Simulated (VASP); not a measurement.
# KCl (I4/mmm) in VASP: notebook

The runs below take KCl through single point, with r2SCAN.

Everything below comes from runs of VASP 6.6.1. Logs are shortened: lines on timing, memory, paths and dates and some standing lists are left out, and cuts for length are marked.

## Step 1: The cell of the first run

Symmetry: I4/mmm, No. 139, tetragonal system. Conventional cell: a = 4.396 Å, b = 4.396 Å, c = 6.312 Å, α = 90.00°, β = 90.00°, γ = 90.00°. K (site symmetry 4/mmm) has 6 Cl at 3.11 to 3.16 Å within 4.1 Å. Cl (site symmetry 4/mmm) has 6 K at 3.11 to 3.16 Å within 4.1 Å.

## Step 2: Single point, r2SCAN (strain -0.0150 x Voigt [1, 1, 0, 0, 0, 0])

POSCAR reads:

```
KCl
1.0
    0.0000000000      3.1087585000      3.1561000000
    3.1087585000      0.0000000000      3.1561000000
    3.1087585000      3.1087585000      0.0000000000
K Cl
1 1
Direct
    0.0000000000      0.0000000000      0.0000000000
    0.5000000000      0.5000000000      0.5000000000
```

INCAR.step1 reads:

```
SYSTEM = KCl
  PREC = Accurate
  ENCUT = 520
  ISMEAR = 0
  SIGMA = 0.05
  LREAL = .False.
  LASPH = .True.
  NELM = 80
  NBANDS = 15
  GGA = PE
  ALGO = Normal
  EDIFF = 1E-4
  LWAVE = .True.
  LCHARG = .False.
```

INCAR.step2 reads:

```
SYSTEM = KCl
  PREC = Accurate
  ENCUT = 520
  EDIFF = 1E-6
  ISMEAR = 0
  SIGMA = 0.05
  LREAL = .False.
  LASPH = .True.
  NELM = 80
  ALGO = Normal
  ISIF = 2
  LWAVE = .False.
  LCHARG = .False.
  METAGGA = R2SCAN
  LMIXTAU = .True.
  NBANDS = 15
  ISTART = 1
```

KPOINTS reads:

```
Automatic mesh
0
Gamma
  6 6 6
  0 0 0
```

Potentials or basis: VASP PAW PBE potentials, release 64 (K_sv, Cl).

Command:

```console
$ cat potpaw_PBE.64/K_sv/POTCAR potpaw_PBE.64/Cl/POTCAR > POTCAR
$ cp INCAR.step1 INCAR
$ mpirun -np 1 vasp_std > vasp.out
$ cp INCAR.step2 INCAR
$ mpirun -np 1 vasp_std > vasp.out
```

OUTCAR:

```text
SYSTEM = KCl
   PREC = Accurate
   ENCUT = 520
   EDIFF = 1E-6
   ISMEAR = 0
   LREAL = .False.
   LASPH = .True.
   NELM = 80
   ISIF = 2
   METAGGA = R2SCAN
   ISTART = 1

 ion  position               nearest neighbor table
   1  0.000  0.000  0.000-   2 3.11   2 3.11   2 3.11   2 3.11   2 3.16   2 3.16
   2  0.500  0.500  0.500-   1 3.11   1 3.11   1 3.11   1 3.11   1 3.16   1 3.16

  LATTYP: Found a body centered tetragonal cell.
 ALAT       =     4.3964484328
 C/A-ratio  =     1.4357498095

  Lattice vectors:

 A1 = (  -3.1087585000,   0.0000000000,   3.1561000000)
 A2 = (   3.1087585000,   0.0000000000,   3.1561000000)
 A3 = (   0.0000000000,   3.1087585000,  -3.1561000000)

Analysis of symmetry for initial positions (statically):
=====================================================================
 Subroutine PRICEL returns:
 Original cell was already a primitive cell.

 Routine SETGRP: Setting up the symmetry group for a
 body centered tetragonal supercell.

 Subroutine GETGRP returns: Found 16 space group operations
 (whereof 16 operations were pure point group operations)
 out of a pool of 16 trial point group operations.

The static configuration has the point symmetry D_4h.

Analysis of symmetry for dynamics (positions and initial velocities):
=====================================================================
 Subroutine PRICEL returns:
 Original cell was already a primitive cell.

 Routine SETGRP: Setting up the symmetry group for a
 body centered tetragonal supercell.

 Subroutine GETGRP returns: Found 16 space group operations
 (whereof 16 operations were pure point group operations)
 out of a pool of 16 trial point group operations.

The dynamic configuration has the point symmetry D_4h.

 Subroutine INISYM returns: Found 16 space group operations
 (whereof 16 operations are pure point group operations),
 and found     1 'primitive' translations

----------------------------------------------------------------------------------------

                                     Primitive cell

  volume of cell :      61.0035

  direct lattice vectors                    reciprocal lattice vectors
     0.000000000  3.108758500  3.156100000    -0.160835909  0.160835909  0.158423371
     3.108758500  0.000000000  3.156100000     0.160835909 -0.160835909  0.158423371
     3.108758500  3.108758500  0.000000000     0.160835909  0.160835909 -0.158423371

  length of vectors
     4.430050408  4.430050408  4.396448433     0.277190086  0.277190086  0.277190086

  position of ions in fractional coordinates (direct lattice)
     0.000000000  0.000000000  0.000000000
     0.500000000  0.500000000  0.500000000

  ion indices of the primitive-cell ions
   primitive index   ion index
                 1           1
                 2           2

----------------------------------------------------------------------------------------

 KPOINTS: Automatic mesh

Automatic generation of k-mesh.
 Grid dimensions read from file:
 generate k-points for:    6    6    6

 Generating k-lattice:

  Cartesian coordinates                     Fractional coordinates (reciprocal lattice)
    -0.026805985  0.026805985  0.026403895     0.166666667  0.000000000  0.000000000
     0.026805985 -0.026805985  0.026403895     0.000000000  0.166666667  0.000000000
     0.026805985  0.026805985 -0.026403895     0.000000000  0.000000000  0.166666667

  Length of vectors
     0.046198348  0.046198348  0.046198348

  Shift w.r.t. Gamma in fractional coordinates (k-lattice)
     0.000000000  0.000000000  0.000000000

 Subroutine IBZKPT returns following result:
 ===========================================

 Found     30 irreducible k-points:

 Following reciprocal coordinates:
            Coordinates               Weight
  0.000000  0.000000  0.000000      1.000000
  0.166667  0.000000  0.000000      8.000000
  0.333333  0.000000  0.000000      8.000000
  0.500000 -0.000000  0.000000      4.000000
  0.166667  0.166667  0.000000      2.000000
  0.333333  0.166667  0.000000      8.000000
[... 16 lines left out ...]
  0.333333  0.000000  0.333333      4.000000
  0.500000 -0.000000  0.333333     16.000000
 [... further k-points ...]
   k-points           NKPTS =     30   k-points in BZ     NKDIM =     30   number of bands    NBANDS=     15
   number of dos      NEDOS =    301   number of ions     NIONS =      2
   total plane-waves  NPLWV =  46656
   dimension x,y,z NGX =    36 NGY =   36 NGZ =   36
   dimension x,y,z NGXF=    72 NGYF=   72 NGZF=   72
   ions per type =               1   1
   NGX,Y,Z   is equivalent  to a cutoff of  13.51, 13.51, 13.61 a.u.
   NGXF,Y,Z  is equivalent  to a cutoff of  27.02, 27.02, 27.23 a.u.
 SYSTEM =  KCl
   PREC   = accura    normal or accurate (medium, high low for compatibility)
   ISTART =      1    job   : 0-new  1-cont  2-samecut
   ICHARG =      0    charge: 1-file 2-atom 10-const
   ISPIN  =      1    spin polarized calculation?
   LNONCOLLINEAR =      F non collinear calculations
   LSORBIT =      F    spin-orbit coupling
   LASPH  =      T    aspherical Exc in radial PAW
   ENCUT  =  520.0 eV  38.22 Ry    6.18 a.u.   8.24  8.24  8.17*2*pi/ulx,y,z
   NELM   =     80;   NELMIN=  2; NELMDL=  0     # of ELM steps
   EDIFF  = 0.1E-05   stopping-criterion for ELM
   LREAL  =      F    real-space projection
   EDIFFG = 0.1E-04   stopping-criterion for IOM
   NSW    =      0    number of steps for IOM
   IBRION =     -1    ionic relax: 0-MD 1-quasi-New 2-CG
   NFREE  =      0    steps in history (QN), initial steepest desc. (CG)
   ISIF   =      2    stress and relaxation
   ISYM   =      2    0-nonsym 1-usesym 2-fastsym
   POTIM  = 0.5000    time-step for ionic-motion
   TEBEG  =    0.0;   TEEND  =   0.0 temperature during run
   PSTRESS=    0.0 pullay stress
   NELECT =      16.0000    total number of electrons
   NUPDOWN=      -1.0000    fix difference up-down
   EMIN   =  10.00;   EMAX   =-10.00  energy-range for DOS
   EFERMI =   0.00;   METHOD = LEGACY
   ISMEAR =     0;   SIGMA  =   0.05  broadening in eV -4-tet -1-fermi 0-gaus
   EFERMI_NEDOS =   21; number of points for ismear=-14 and -15
   IALGO  =     38    algorithm
   IMIX   =      4    mixing-type and parameters
     AMIX     =   0.40;   BMIX     =  1.00
     AMIX_MAG =   1.60;   BMIX_MAG =  1.00
  volume/ion in A,a.u.               =      30.50       205.84
  Fermi-wavevector in a.u.,A,eV,Ry     =   1.047924  1.980290 14.941175  1.098145
  Thomas-Fermi vector in A             =   2.182825
   LORBIT       =      0    0 simple, 1 ext, 2 COOP (PROOUT), +10 PAW based schemes
   METAGGA = R2SCAN    functional components
   LHFCALC =     F    Hartree Fock is set to
   AEXX    =    0.0000 exact exchange contribution
   IVDW    =     0    specifies the selected vdW correction
   LEPSILON=     F    determine dielectric tensor
   LRPA    =     F    only Hartree local field effects (RPA)
 non-spin polarized calculation
 Gauss-broadening in eV      SIGMA  =   0.05
  energy-cutoff  :      520.00
  volume of cell :       61.00
 maximum number of plane-waves:      1658
 NGX is ok and might be reduce to    36
   NGX = 17   NGY = 17   NGZ = 17

 number of electron      16.0000002 magnetization

 Free energy of the ion-electron system (eV)
  ---------------------------------------------------
  ext. energy  EPLUGINS =         0.00000000
  ---------------------------------------------------
  free energy    TOTEN  =       -16.50319877 eV

  energy without entropy =      -16.50319877  energy(sigma->0) =      -16.50319877

 E-fermi :  -1.9066     XC(G=0):  -8.0480

 val. band max:       -2.1754146229   @ k =   0.0000   0.0000   0.0000
 cond. band min:       3.7238774995   @ k =   0.0000   0.0000   0.0000
 fundamental gap:      5.8992921224
 Fermi energy:        -1.9065909230

 k-point     1 :       0.0000    0.0000    0.0000
  band No.  band energies     occupation
      1     -30.3964      2.00000
      2     -14.8748      2.00000
      3     -13.0896      2.00000
      4     -13.0879      2.00000
      5     -13.0879      2.00000
      6      -2.1882      2.00000
      7      -2.1754      2.00000
      8      -2.1754      2.00000
      9       3.7239      0.00000
     10       6.7966      0.00000
     11       6.8954      0.00000
     12       6.8954      0.00000
     13       7.8805      0.00000
     14       7.9560      0.00000
     15      11.2708      0.00000

 k-point     2 :       0.1667    0.0000    0.0000
  band No.  band energies     occupation
      1     -30.3935      2.00000
      2     -14.9213      2.00000
      3     -13.0921      2.00000
      4     -13.0894      2.00000
      5     -13.0261      2.00000
      6      -2.4973      2.00000
      7      -2.2722      2.00000
      8      -2.2654      2.00000
      9       4.3699      0.00000
     10       6.6464      0.00000
     11       7.2010      0.00000
     12       7.2587      0.00000
     13       8.2753      0.00000
     14       8.3587      0.00000
     15      12.3192      0.00000

 k-point     3 :       0.3333    0.0000    0.0000
  band No.  band energies     occupation
      1     -30.3877      2.00000
      2     -15.0064      2.00000
      3     -13.0978      2.00000
      4     -13.0924      2.00000
      5     -12.9086      2.00000
      6      -3.0303      2.00000
      7      -2.4395      2.00000
      8      -2.4362      2.00000
      9       5.5651      0.00000
     10       6.7380      0.00000
     11       8.2091      0.00000
     12       8.2519      0.00000
     13       9.2707      0.00000
     14       9.3767      0.00000
     15      11.6993      0.00000

 k-point     4 :       0.5000   -0.0000    0.0000
  band No.  band energies     occupation
      1     -30.3848      2.00000
      2     -15.0459      2.00000
      3     -13.1006      2.00000
      4     -13.0939      2.00000
      5     -12.8526      2.00000
      6      -3.2630      2.00000
      7      -2.5190      2.00000
      8      -2.5175      2.00000
      9       6.0134      0.00000
     10       7.1455      0.00000
     11       9.2024      0.00000
     12       9.2205      0.00000
     13      10.0099      0.00000
     14      10.1416      0.00000
     15      10.8346      0.00000
[... 307 lines left out ...]
 k-point    22 :      -0.3333    0.5000    0.1667
  band No.  band energies     occupation
      1     -30.3817      2.00000
      2     -14.8430      2.00000
      3     -13.2159      2.00000
      4     -13.1681      2.00000
      5     -13.0290      2.00000
      6      -2.7896      2.00000
      7      -2.6156      2.00000
      8      -2.5393      2.00000
      9       5.6319      0.00000
     10       7.3886      0.00000
     11       7.8942      0.00000
     12       8.9577      0.00000
     13       9.7401      0.00000
     14      10.4259      0.00000
     15      11.0261      0.00000

 k-point    23 :       0.3333    0.0000    0.3333
  band No.  band energies     occupation
      1     -30.3849      2.00000
      2     -14.8720      2.00000
      3     -13.1357      2.00000
      4     -13.1325      2.00000
      5     -13.0792      2.00000
      6      -2.9114      2.00000
      7      -2.3746      2.00000
      8      -2.3701      2.00000
      9       5.1827      0.00000
     10       6.0010      0.00000
     11       8.6658      0.00000
     12       9.4131      0.00000
     13       9.4440      0.00000
     14       9.4829      0.00000
     15      10.7025      0.00000

 k-point    24 :       0.5000   -0.0000    0.3333
  band No.  band energies     occupation
      1     -30.3821      2.00000
      2     -14.8461      2.00000
      3     -13.1893      2.00000
      4     -13.1368      2.00000
      5     -13.0812      2.00000
      6      -2.8688      2.00000
      7      -2.5492      2.00000
      8      -2.4426      2.00000
      9       5.2884      0.00000
     10       7.0385      0.00000
     11       8.5619      0.00000
     12       9.2127      0.00000
     13       9.4653      0.00000
     14      10.0545      0.00000
     15      10.6314      0.00000

 [... further k-points ...]
[... 5 lines left out ...]
  --------------------------------------------------------------------------------------
  -------------------------------------------------------------------------------------
  Total        0.2480385      0.2480385     -0.0062106      0.0000000     -0.0000000      0.0000000
  in kB        6.5144087      6.5144087     -0.1631129      0.0000000     -0.0000000      0.0000000
  external PRESSURE =       4.2885682 kB  Pullay stress =       0.0000000 kB

 VOLUME and BASIS-vectors are now :
 -----------------------------------------------------------------------------
  energy-cutoff  :      520.00
  volume of cell :       61.00
      direct lattice vectors                 reciprocal lattice vectors
     0.000000000  3.108758500  3.156100000    -0.160835909  0.160835909  0.158423371
     3.108758500  0.000000000  3.156100000     0.160835909 -0.160835909  0.158423371
     3.108758500  3.108758500  0.000000000     0.160835909  0.160835909 -0.158423371

 POSITION                                       TOTAL-FORCE (eV/Angst)
 -----------------------------------------------------------------------------------
      0.00000      0.00000      0.00000         0.000000     -0.000000      0.000000
      3.10876      3.10876      3.15610        -0.000000      0.000000      0.000000
 -----------------------------------------------------------------------------------
    total drift:                                0.000000      0.000000      0.000000

  FREE ENERGIE OF THE ION-ELECTRON SYSTEM (eV)
  ---------------------------------------------------
  free  energy   TOTEN  =       -16.5031987694 eV

  energy  without entropy=      -16.5031987694  energy(sigma->0) =      -16.50319877
```

Run time: 1.9 min. Hardware: 1 thread of AMD EPYC 7R13 (Zen 3), shared host; peak memory 0.19 GiB.

Results:

| Property | Result |
| --- | --- |
| Free energy | -16.5032 eV |
| Pressure | 0.4 GPa |
| Band gap on the k mesh | 5.90 eV, direct |

Caveat: the cell differs from its parent crystal (strain -0.0150 x Voigt [1, 1, 0, 0, 0, 0]); the PAW data sets were made with another functional, which shifts forces and pressure a little.

(Part 1 of 2 ends here.)
